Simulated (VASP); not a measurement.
# Tl2H3 (R-3m) in VASP: a series of runs

Runs on Tl2H3. Level: PBE. Tasks: relaxation of cell and atoms, single point.

Everything below comes from runs of VASP 6.6.1. Logs are shortened: lines on timing, memory, paths and dates and some standing lists are left out, and cuts for length are marked.

### Step 1. The cell of the first run

Symmetry: R-3m, No. 166, trigonal system. Conventional cell: a = 3.379 Å, b = 3.379 Å, c = 23.499 Å, α = 90.00°, β = 90.00°, γ = 120.00°. Tl (site symmetry 3m) has 6 H at 2.37 to 2.50 Å within 3.1 Å. H (site symmetry -3m) has 6 Tl at 2.50 Å and 12 H at 3.38 to 3.50 Å within 3.6 Å. H (site symmetry 3m) has 3 Tl at 2.37 Å and 3 H at 2.80 Å within 3.1 Å.

### Step 2. Relaxation of cell and atoms, PBE

The input, INCAR:

```
PREC = Accurate ; ENCUT = 600
EDIFF = 1E-6 ; ISMEAR = 0
SIGMA = 0.1 ; LREAL = F
LASPH = T ; NELM = 80
ALGO = Normal ; ISIF = 3
LWAVE = F ; LCHARG = F
GGA = PE ; IBRION = 2
NSW = 90 ; EDIFFG = -0.04
```

The input, KPOINTS:

```
Automatic mesh
0
Gamma
  6 6 6
```

The input, POSCAR:

```
Tl2H3
1.0
    1.6897486890      0.9755768605      7.8328423082
   -1.6897486890      0.9755768605      7.8328423082
    0.0000000000     -1.9511537209      7.8328423082
Tl H
2 3
Direct
    0.4000000000      0.4000000000      0.4000000000
    0.6000000000      0.6000000000      0.6000000000
    0.0000000000      0.0000000000      0.0000000000
    0.2095000000      0.2095000000      0.2095000000
    0.7905000000      0.7905000000      0.7905000000
```

Potentials or basis: VASP PAW PBE potentials, release 64 (Tl_d, H).

Started as:

```sh
> cat potpaw_PBE.64/Tl_d/POTCAR potpaw_PBE.64/H/POTCAR > POTCAR
> mpirun -np 1 vasp_std > vasp.out
```

OUTCAR:

```text
PREC = Accurate
   ENCUT = 600
   EDIFF = 1E-6
   ISMEAR = 0
   LREAL = F
   LASPH = T
   NELM = 80
   ISIF = 3
   GGA = PE
   IBRION = 2
   NSW = 90
   EDIFFG = -0.04

 ion  position               nearest neighbor table
   1  0.400  0.400  0.400-   5 2.37   5 2.37   5 2.37   3 2.50   3 2.50   3 2.50   2 3.69   2 3.69
                             2 3.69
   2  0.600  0.600  0.600-   4 2.37   4 2.37   4 2.37   3 2.50   3 2.50   3 2.50   1 3.69   1 3.69
                             1 3.69
   3  0.000  0.000  0.000-   2 2.50   2 2.50   1 2.50   1 2.50   2 2.50   1 2.50
   4  0.209  0.209  0.209-   2 2.37   2 2.37   2 2.37
   5  0.791  0.791  0.791-   1 2.37   1 2.37   1 2.37

  LATTYP: Found a trigonal (rhomboedric) cell.
 ALAT       =     8.0722004105
 COS(alpha) =     0.9123624232

  Lattice vectors:

 A1 = (   1.6897486890,   0.9755768605,   7.8328423082)
 A2 = (  -1.6897486890,   0.9755768605,   7.8328423082)
 A3 = (   0.0000000000,  -1.9511537209,   7.8328423082)

Analysis of symmetry for initial positions (statically):
=====================================================================
 Subroutine PRICEL returns:
 Original cell was already a primitive cell.

 Routine SETGRP: Setting up the symmetry group for a
 trigonal (rhombohedral) supercell.

 Subroutine GETGRP returns: Found 12 space group operations
 (whereof 12 operations were pure point group operations)
 out of a pool of 12 trial point group operations.

The static configuration has the point symmetry D_3d.

Analysis of symmetry for dynamics (positions and initial velocities):
=====================================================================
 Subroutine PRICEL returns:
 Original cell was already a primitive cell.

 Routine SETGRP: Setting up the symmetry group for a
 trigonal (rhombohedral) supercell.

 Subroutine GETGRP returns: Found 12 space group operations
 (whereof 12 operations were pure point group operations)
 out of a pool of 12 trial point group operations.

The dynamic configuration has the point symmetry D_3d.

 Subroutine INISYM returns: Found 12 space group operations
 (whereof 12 operations are pure point group operations),
 and found     1 'primitive' translations

----------------------------------------------------------------------------------------

                                     Primitive cell

  volume of cell :      77.4737

  direct lattice vectors                    reciprocal lattice vectors
     1.689748689  0.975576861  7.832842308     0.295901990  0.170839094  0.042555859
    -1.689748689  0.975576861  7.832842308    -0.295901990  0.170839094  0.042555859
     0.000000000 -1.951153721  7.832842308     0.000000000 -0.341678187  0.042555859

  length of vectors
     8.072200411  8.072200411  8.072200411     0.344318145  0.344318145  0.344318145

  position of ions in fractional coordinates (direct lattice)
     0.400000000  0.400000000  0.400000000
     0.600000000  0.600000000  0.600000000
     0.000000000  0.000000000  0.000000000
     0.209500000  0.209500000  0.209500000
     0.790500000  0.790500000  0.790500000

  ion indices of the primitive-cell ions
   primitive index   ion index
                 1           1
                 2           2
                 3           3
                 4           4
                 5           5

----------------------------------------------------------------------------------------

 KPOINTS: Automatic mesh

Automatic generation of k-mesh.
 Grid dimensions read from file:
 generate k-points for:    6    6    6

 Generating k-lattice:

  Cartesian coordinates                     Fractional coordinates (reciprocal lattice)
     0.049316998  0.028473182  0.007092643     0.166666667  0.000000000  0.000000000
    -0.049316998  0.028473182  0.007092643     0.000000000  0.166666667  0.000000000
     0.000000000 -0.056946365  0.007092643     0.000000000  0.000000000  0.166666667

  Length of vectors
     0.057386357  0.057386357  0.057386357

  Shift w.r.t. Gamma in fractional coordinates (k-lattice)
     0.000000000  0.000000000  0.000000000

 Subroutine IBZKPT returns following result:
 ===========================================

 Found     32 irreducible k-points:

 Following reciprocal coordinates:
            Coordinates               Weight
  0.000000  0.000000  0.000000      1.000000
  0.166667 -0.000000 -0.000000      6.000000
  0.333333 -0.000000  0.000000      6.000000
  0.500000 -0.000000 -0.000000      3.000000
  0.166667  0.166667 -0.000000      6.000000
  0.333333  0.166667 -0.000000     12.000000
[... 16 lines left out ...]
  0.500000  0.500000  0.166667      6.000000
 -0.333333  0.500000  0.166667     12.000000
 [... further k-points ...]
   k-points           NKPTS =     32   k-points in BZ     NKDIM =     32   number of bands    NBANDS=     18
   number of dos      NEDOS =    301   number of ions     NIONS =      5
   total plane-waves  NPLWV = 262144
   dimension x,y,z NGX =    64 NGY =   64 NGZ =   64
   dimension x,y,z NGXF=   128 NGYF=  128 NGZF=  128
   ions per type =               2   3
   NGX,Y,Z   is equivalent  to a cutoff of  13.18, 13.18, 13.18 a.u.
   NGXF,Y,Z  is equivalent  to a cutoff of  26.36, 26.36, 26.36 a.u.
 SYSTEM =  unknown system
   PREC   = accura    normal or accurate (medium, high low for compatibility)
   ISTART =      0    job   : 0-new  1-cont  2-samecut
   ICHARG =      2    charge: 1-file 2-atom 10-const
   ISPIN  =      1    spin polarized calculation?
   LNONCOLLINEAR =      F non collinear calculations
   LSORBIT =      F    spin-orbit coupling
   LASPH  =      T    aspherical Exc in radial PAW
   ENCUT  =  600.0 eV  44.10 Ry    6.64 a.u.  16.12 16.12 16.12*2*pi/ulx,y,z
   NELM   =     80;   NELMIN=  2; NELMDL= -5     # of ELM steps
   EDIFF  = 0.1E-05   stopping-criterion for ELM
   LREAL  =      F    real-space projection
   EDIFFG = -.4E-01   stopping-criterion for IOM
   NSW    =     90    number of steps for IOM
   IBRION =      2    ionic relax: 0-MD 1-quasi-New 2-CG
   NFREE  =      1    steps in history (QN), initial steepest desc. (CG)
   ISIF   =      3    stress and relaxation
   ISYM   =      2    0-nonsym 1-usesym 2-fastsym
   POTIM  = 0.5000    time-step for ionic-motion
   TEBEG  =    0.0;   TEEND  =   0.0 temperature during run
   PSTRESS=    0.0 pullay stress
   NELECT =      29.0000    total number of electrons
   NUPDOWN=      -1.0000    fix difference up-down
   EMIN   =  10.00;   EMAX   =-10.00  energy-range for DOS
   EFERMI =   0.00;   METHOD = LEGACY
   ISMEAR =     0;   SIGMA  =   0.10  broadening in eV -4-tet -1-fermi 0-gaus
   EFERMI_NEDOS =   21; number of points for ismear=-14 and -15
   IALGO  =     38    algorithm
   IMIX   =      4    mixing-type and parameters
     AMIX     =   0.40;   BMIX     =  1.00
     AMIX_MAG =   1.60;   BMIX_MAG =  1.00
  volume/ion in A,a.u.               =      15.49       104.56
  Fermi-wavevector in a.u.,A,eV,Ry     =   1.179839  2.229572 18.939583  1.392020
  Thomas-Fermi vector in A             =   2.316142
   LORBIT       =      0    0 simple, 1 ext, 2 COOP (PROOUT), +10 PAW based schemes
   GGA     = PE    functional components
   LHFCALC =     F    Hartree Fock is set to
   AEXX    =    0.0000 exact exchange contribution
   IVDW    =     0    specifies the selected vdW correction
   LEPSILON=     F    determine dielectric tensor
   LRPA    =     F    only Hartree local field effects (RPA)
 conjugate gradient relaxation of ions
 non-spin polarized calculation
 Gauss-broadening in eV      SIGMA  =   0.10
  energy-cutoff  :      600.00
  volume of cell :       77.47
 maximum number of plane-waves:      2602
   NGX = 33   NGY = 33   NGZ = 33

--------------------------------------- Ionic step        1  -------------------------------------------

 number of electron      29.0000003 magnetization

 Free energy of the ion-electron system (eV)
  ---------------------------------------------------
  ext. energy  EPLUGINS =         0.00000000
  ---------------------------------------------------
  free energy    TOTEN  =       -11.19201111 eV

  energy without entropy =      -11.18570990  energy(sigma->0) =      -11.18886050

------------------------ aborting loop because EDIFF is reached ----------------------------------------

  FORCE on cell =-STRESS in cart. coord.  units (eV):
  Direction    XX          YY          ZZ          XY          YZ          ZX
  --------------------------------------------------------------------------------------
  -------------------------------------------------------------------------------------
  Total        2.6279494      2.6279494      0.3873448      0.0000000      0.0000000      0.0000000
  in kB       54.3467205     54.3467205      8.0103985      0.0000000      0.0000000      0.0000000
  external PRESSURE =      38.9012798 kB  Pullay stress =       0.0000000 kB
[... 98 lines left out ...]
  FREE ENERGIE OF THE ION-ELECTRON SYSTEM (eV)
  ---------------------------------------------------
  free  energy   TOTEN  =       -11.6138068737 eV

  energy  without entropy=      -11.6089674852  energy(sigma->0) =      -11.61138718

[... ionic steps 4 to 17 ...]

--------------------------------------- Ionic step       18  -------------------------------------------

 number of electron      29.0000000 magnetization

------------------------ aborting loop because EDIFF is reached ----------------------------------------

  FORCE on cell =-STRESS in cart. coord.  units (eV):
  Direction    XX          YY          ZZ          XY          YZ          ZX
  --------------------------------------------------------------------------------------
  -------------------------------------------------------------------------------------
  Total       -0.1632301     -0.1632301      0.2794597     -0.0000000      0.0000000      0.0000000
  in kB       -3.1700190     -3.1700190      5.4272622     -0.0000000      0.0000000      0.0000000
  external PRESSURE =      -0.3042586 kB  Pullay stress =       0.0000000 kB
[... 63 lines left out ...]
  energy  without entropy=      -12.0158798614  energy(sigma->0) =      -12.01808141

--------------------------------------- Ionic step       20  -------------------------------------------

 number of electron      29.0000001 magnetization

 Free energy of the ion-electron system (eV)
  ---------------------------------------------------
  ext. energy  EPLUGINS =         0.00000000
  ---------------------------------------------------
  free energy    TOTEN  =       -12.02184638 eV

  energy without entropy =      -12.01776885  energy(sigma->0) =      -12.01980761

 E-fermi :   3.5633     XC(G=0):  -9.0824

 val. band max:        3.5538431066   @ k =   0.3333   0.1667  -0.0000
 cond. band min:       3.7860289755   @ k =   0.5000   0.3333   0.1667
 fundamental gap:      0.2321858689
 Fermi energy:         3.5633161589

 k-point     1 :       0.0000    0.0000    0.0000
  band No.  band energies     occupation
      1      -7.6735      2.00000
      2      -7.6301      2.00000
      3      -7.4329      2.00000
      4      -7.4329      2.00000
      5      -7.4257      2.00000
      6      -7.4257      2.00000
[... 10 lines left out ...]
     17      10.5916      0.00000
     18      10.6241      0.00000
[... 466 lines left out ...]
      2      -7.5596      2.00000
      3      -7.5438      2.00000
      4      -7.4764      2.00000
      5      -7.4370      2.00000
      6      -7.3768      2.00000
[... 10 lines left out ...]
     17       6.3486      0.00000
     18       6.7398      0.00000

 [... further k-points ...]

------------------------ aborting loop because EDIFF is reached ----------------------------------------

  FORCE on cell =-STRESS in cart. coord.  units (eV):
  Direction    XX          YY          ZZ          XY          YZ          ZX
  --------------------------------------------------------------------------------------
  -------------------------------------------------------------------------------------
  Total        0.1265201      0.1265201      0.1803536      0.0000000      0.0000000      0.0000000
  in kB        2.4477730      2.4477730      3.4892861      0.0000000      0.0000000      0.0000000
  external PRESSURE =       2.7949440 kB  Pullay stress =       0.0000000 kB
[... 20 lines left out ...]
  FREE ENERGIE OF THE ION-ELECTRON SYSTEM (eV)
  ---------------------------------------------------
  free  energy   TOTEN  =       -12.0218463784 eV

  energy  without entropy=      -12.0177688493  energy(sigma->0) =      -12.01980761

 reached required accuracy - stopping structural energy minimisation
```

Wall time 17 min (1 thread of Intel Xeon 6975P-C (Granite Rapids), shared host); peak memory 0.64 GiB.

Results:

```yaml
Free_energy: -12.0218 eV
Relaxed_volume: 16.56 Å³/atom
Relaxed_cell: a = 7.061 Å, b = 7.061 Å, c = 7.061 Å, α = 31.00°, β = 31.00°, γ = 31.00°
Space_group_after_relaxing_to_0.1_Å: R-3m (No. 166)
Energy_gained_by_relaxing: 166.0 meV/atom
Ionic_steps: 20
Pressure_after_relaxing: 0.3 GPa
Largest_force_after_relaxing: 0.009 eV/Å
Band_gap_on_the_k_mesh: zero (an odd number of electrons rules out a gap without spin polarisation)
```

Forces in eV/Å, atoms in the order of the input:
```
Tl   0.000  0.000 -0.004
Tl   0.000  0.000  0.004
H    0.000  0.000  0.000
H    0.000  0.000 -0.009
H    0.000  0.000  0.009
```

Stress tensor (GPa, compression positive):
```
0.24 0.00 0.00
0.00 0.24 0.00
0.00 0.00 0.35
```

Step by step:
```tsv
step	energy change (eV)	largest force (eV/Å)	pressure (GPa)	volume (Å³)
1	0.0000	1.0229	3.89	77.47
2	-0.2136	0.7793	1.84	81.76
3	-0.4218	0.4278	-1.60	91.77
4	-0.4245	0.4230	-1.84	92.82
5	-0.5083	0.3533	-1.22	90.36
6	-0.6496	0.1877	0.88	83.07
7	-0.6717	0.2177	1.96	80.21
8	-0.7285	0.2912	1.35	80.27
9	-0.7492	0.3852	0.89	80.26
10	-0.7500	0.4147	0.79	80.25
11	-0.7693	0.3256	0.36	81.13
12	-0.7931	0.1571	-0.70	83.81
13	-0.8027	0.1501	-0.34	82.86
14	-0.8088	0.1390	0.26	81.55
15	-0.8090	0.1365	0.36	81.30
16	-0.8150	0.1188	0.28	81.59
17	-0.8224	0.0770	0.04	82.28
18	-0.8228	0.0746	-0.03	82.50
19	-0.8283	0.0330	0.13	82.67
20	-0.8298	0.0090	0.28	82.81
```

Final structure:
```xyz
5
Lattice="1.8866 1.0892 6.7164 -1.8866 1.0892 6.7164 0.0000 -2.1785 6.7164" Properties=species:S:1:pos:R:3 pbc="T T T"
Tl    0.0000    0.0000    8.2627
Tl    0.0000    0.0000   11.8864
H     0.0000    0.0000    0.0000
H     0.0000    0.0000    4.7126
H     0.0000    0.0000   15.4364
```

Levels at points of the mesh, in eV from the Fermi level:
| k point | band 13 | band 14 | band 15 | band 16 | band 17 | band 18 |
| --- | --- | --- | --- | --- | --- | --- |
| (0.00, 0.00, 0.00) | -3.60 | 2.42 | 2.96 | 4.01 | 7.03 | 7.06 |
| (0.50, 0.00, 0.00) | -4.43 | -2.66 | -0.13 | 0.72 | 4.03 | 4.72 |
| (0.50, 0.50, 0.00) | -4.32 | -3.05 | -0.14 | 2.86 | 3.34 | 3.46 |
| (0.50, 0.50, 0.50) | -2.19 | 1.42 | 3.33 | 4.08 | 5.04 | 6.49 |

Caveat: the k points lie up to 0.32 Å⁻¹ apart in the final cell, too coarse for converged energies and pressures of a metal; spin-orbit coupling is left out, which moves the levels of the heavy elements.

### Step 3. Single point, PBE

The input, INCAR:

```
PREC     = Accurate       # precision mode
ENCUT    = 520            # plane-wave cutoff, eV
EDIFF    = 1E-6           # SCF threshold, eV
ISMEAR   = 0              # smearing method
SIGMA    = 0.1            # smearing width, eV
LREAL    = False          # projectors in reciprocal space
LASPH    = True           # aspherical terms in the spheres
NELM     = 60             # most SCF steps
ALGO     = Normal         # electronic algorithm
ISIF     = 2              # what is computed and relaxed
LWAVE    = False          # write WAVECAR
LCHARG   = True           # write CHGCAR
GGA      = PE             # functional
LELF     = True           # ELF
LVHAR    = True         
NBANDS   = 22             # bands
```

The input, KPOINTS:

```
regular mesh
0
Gamma
  6 6 6
```

POSCAR is that of step 2.

Potentials or basis: VASP PAW PBE potentials, release 64 (Tl_d, H).

Started as:

```sh
> cat potpaw_PBE.64/Tl_d/POTCAR potpaw_PBE.64/H/POTCAR > POTCAR
> mpirun -np 1 vasp_std > vasp.out
```

It took 5.2 min on 1 thread of Oxide Virtual Turin-like, shared host; peak memory 0.44 GiB.

The run converged. Its results:

- Free energy: -11.1915 eV
- Pressure: 3.8 GPa
- Largest force: 1.023 eV/Å
- Band gap on the k mesh: zero (an odd number of electrons rules out a gap without spin polarisation)

Forces on the atoms (eV/Å):
```
Tl   0.000  0.000  1.023
Tl   0.000  0.000 -1.023
H    0.000  0.000  0.000
H    0.000  0.000  0.457
H    0.000  0.000 -0.457
```

Stress tensor (GPa, compression positive):
```
5.34 0.00 0.00
0.00 5.34 0.00
0.00 0.00 0.71
```

Levels at points of the mesh, in eV from the Fermi level:
| k point | band 11 | band 12 | band 13 | band 14 | band 15 | band 16 | band 17 | band 18 |
| --- | --- | --- | --- | --- | --- | --- | --- | --- |
| (0.00, 0.00, 0.00) | -10.19 | -8.06 | -5.42 | -0.09 | 1.75 | 6.51 | 7.70 | 8.55 |
| (0.50, 0.00, 0.00) | -5.31 | -5.27 | -4.23 | -2.53 | -0.69 | -0.15 | 3.43 | 4.76 |
| (0.50, 0.50, 0.00) | -5.25 | -5.18 | -4.30 | -3.09 | 0.04 | 0.53 | 2.37 | 4.14 |
| (0.50, 0.50, 0.50) | -10.05 | -8.53 | -4.34 | -1.94 | 3.24 | 6.39 | 8.02 | 8.25 |

Caveat: the k points lie up to 0.36 Å⁻¹ apart, too coarse for converged energies and pressures of a metal; spin-orbit coupling is left out, which moves the levels of the heavy elements; forces of over 1 eV/Å act on the atoms, so gaps and moduli don't describe the material at rest.

(Part 1 of 2 ends here.)
